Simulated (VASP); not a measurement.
Write the native input for VASP 6.6.1 that does the following.

| Quantity | Value |
| --- | --- |
| Task | single point |
| Functional | revPBE |
| Potentials or basis | VASP PAW PBE potentials, release 64 (Ti_sv) |
| Cutoff | 520 eV |
| k mesh | 10 × 10 × 6 |
| Occupations | fermi-dirac, width 0.05 eV |
| Spin | no spin polarisation |
| Dipole correction | no |
| Further INCAR settings | ALGO = Normal; EDIFF = 1e-07; NBANDS = 19 |

The structure of Ti lies in POSCAR:

```
Ti
1.0
    2.9603138075      0.0000000000      0.0000000000
   -1.4801569037      2.5637069605      0.0000000000
    0.0000000000      0.0000000000      4.6828703030
Ti
2
Direct
    0.6666666667      0.3333333333      0.7500000000
    0.3333333333      0.6666666667      0.2500000000
```

These files were run (other wordings do the same):

INCAR

```
PREC = Accurate
ENCUT = 520
EDIFF = 1E-7
ISMEAR = -1
SIGMA = 0.05
LREAL = False
LASPH = True
NELM = 80
ALGO = Normal
ISIF = 2
LWAVE = False
LCHARG = False
GGA = RE
NBANDS = 19
```

KPOINTS

```
regular mesh
0
Gamma
  10 10 6
```

Potentials or basis: VASP PAW PBE potentials, release 64 (Ti_sv).

Launch:

```bash
$ cat potpaw_PBE.64/Ti_sv/POTCAR > POTCAR
$ mpirun -np 1 vasp_std > vasp.out
```

Results of the run:

- Pressure: -0.3 GPa
- Band gap on the k mesh: zero (band 12 reaches 8.95 eV, above the bottom of band 13 at 7.93 eV)

Caveat: the PAW data sets were made with another functional, which shifts forces and pressure a little.

It took 51 s on 1 thread of AMD EPYC 7R43 64-Core Processor (Zen 3), with other jobs on the host, peak memory 0.13 GiB.
